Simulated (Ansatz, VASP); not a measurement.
Zn2O in VASP and in Ansatz

The input INCAR:

```
ALGO = Normal
EDIFF = 1E-6
EDIFFG = -0.01
ENCUT = 600
GGA = PE
IBRION = 2
ISIF = 3
ISMEAR = 0
LASPH = T
LCHARG = F
LREAL = F
LWAVE = F
NELM = 80
NSW = 100
PREC = Accurate
SIGMA = 0.1
```

Contents of KPOINTS:

```
k-points
0
Gamma
  12 12 12
```

Contents of POSCAR:

```
Zn2O
1.0
    1.5449537559      0.8919794669      4.8911871465
   -1.5449537559      0.8919794669      4.8911871465
    0.0000000000     -1.7839589337      4.8911871465
Zn O
2 1
Direct
    0.5803515377      0.5803515377      0.5803515377
    0.4196484623      0.4196484623      0.4196484623
    0.0000000000      0.0000000000      0.0000000000
```

Input for Ansatz:

```yaml
crystal:
  lattice:
    - [1.5449537559, 0.8919794669, 4.8911871465]
    - [-1.5449537559, 0.8919794669, 4.8911871465]
    - [0.0, -1.7839589337, 4.8911871465]
  atoms:
    - { symbol: Zn, position: [0.5803515377, 0.5803515377, 0.5803515377] }
    - { symbol: Zn, position: [0.4196484623, 0.4196484623, 0.4196484623] }
    - { symbol: O, position: [0.0, 0.0, 0.0] }
basis:
  ecutwfc: 420
kpoints:
  mp_grid: { grid: [12, 12, 12] }
hamiltonian:
  xc: pbe
scf:
  occupations: { method: gaussian, width: 0.1 }
output:
  forces: true
  stress: true
  eigenvalues: true
  write_density: true
  write_potential: true
  elf: true
  volumetric_format: npy
relax:
  adjacent_minimum: "off"
  f_tol: 0.01
  max_steps: 80
  cell: { stress_tol: 0.05 }
```

Alike in both runs: task relaxation of cell and atoms; functional PBE; k mesh 12 × 12 × 12; occupations gaussian, width 0.1 eV; no spin polarisation.

|  | VASP | Ansatz |
| --- | --- | --- |
| version | VASP 6.6.1 | Ansatz 0.2.0 |
| potentials or method | VASP PAW PBE potentials, release 64 (Zn, O), cutoff 600 eV | scalar-relativistic, plane waves, PAW |
| valence electrons in the cell | 30 | 30 |

|  | VASP | Ansatz | Ansatz less VASP |
| --- | --- | --- | --- |
| gap on the k mesh at the Fermi level, each at its own relaxed structure (eV) | none | none | - |
| relaxed volume (Å³/atom) | 13.53 | 13.50 | -0.034 |
| relaxed length of the cell vector where the two differ most in proportion (Å) | 5.217 | 5.209 | -0.0078 |

A gap of «none» marks a metal or a gap that the smearing closes.
